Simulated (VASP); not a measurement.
The system is MgS.

```
CELL_PARAMETERS angstrom
4.03462 0.00000 0.00000
-2.01731 3.49409 0.00000
0.00000 0.00000 6.43229
ATOMIC_POSITIONS crystal
Mg 0.66667 0.33333 0.49575
Mg 0.33333 0.66667 0.99575
S 0.33333 0.66667 0.37924
S 0.66667 0.33333 0.87924
```

| Item | Value |
| --- | --- |
| Program | VASP 6.6.1 |
| Task | relaxation of cell and atoms |
| Functional | BLYP |
| Dispersion | D3(BJ) |
| Potentials or basis | VASP PAW PBE potentials, release 64 (Mg, S) |
| Cutoff | 600 eV |
| k mesh | 5 × 5 × 3 |
| Occupations | gaussian, width 0.01 eV |
| Spin | no spin polarisation |

At the start: pressure -2.4 GPa; volume 22.67 Å³/atom.

**Question.** Where does the relaxation end?

**Answer.** Over 9 steps the energy falls by 7.3 meV/atom and the volume is 21.78 Å³/atom (-3.9 %); space group P6_3mc (No. 186, to 0.05 Å).

The path:
| step | energy change (eV) | largest force (eV/Å) | pressure (GPa) | volume (Å³) |
| --- | --- | --- | --- | --- |
| 1 | 0.0000 | 0.0635 | -2.36 | 90.68 |
| 2 | -0.0272 | 0.0279 | 0.51 | 86.37 |
| 3 | -0.0283 | 0.0343 | 0.01 | 87.02 |
| 4 | -0.0283 | 0.0336 | 0.07 | 86.95 |
| 5 | -0.0285 | 0.0210 | 0.07 | 86.96 |
| 6 | -0.0288 | 0.0173 | 0.06 | 86.99 |
| 7 | -0.0289 | 0.0109 | 0.02 | 87.03 |
| 8 | -0.0291 | 0.0052 | -0.06 | 87.15 |
| 9 | -0.0291 | 0.0022 | -0.03 | 87.13 |

Final structure:
```cif
data_structure
_symmetry_space_group_name_H-M 'P 1'
_symmetry_Int_Tables_number 1
_cell_length_a 3.9703
_cell_length_b 3.9703
_cell_length_c 6.3823
_cell_angle_alpha 90.000
_cell_angle_beta 90.000
_cell_angle_gamma 120.000
_cell_volume 87.13
loop_
_atom_site_label
_atom_site_type_symbol
_atom_site_fract_x
_atom_site_fract_y
_atom_site_fract_z
_atom_site_occupancy
Mg1 Mg 0.66667 0.33333 0.49753 1
Mg2 Mg 0.33333 0.66667 0.99753 1
S1 S 0.33333 0.66667 0.37746 1
S2 S 0.66667 0.33333 0.87746 1
```

Caveat: the PAW data sets were made with another functional, which shifts forces and pressure a little.
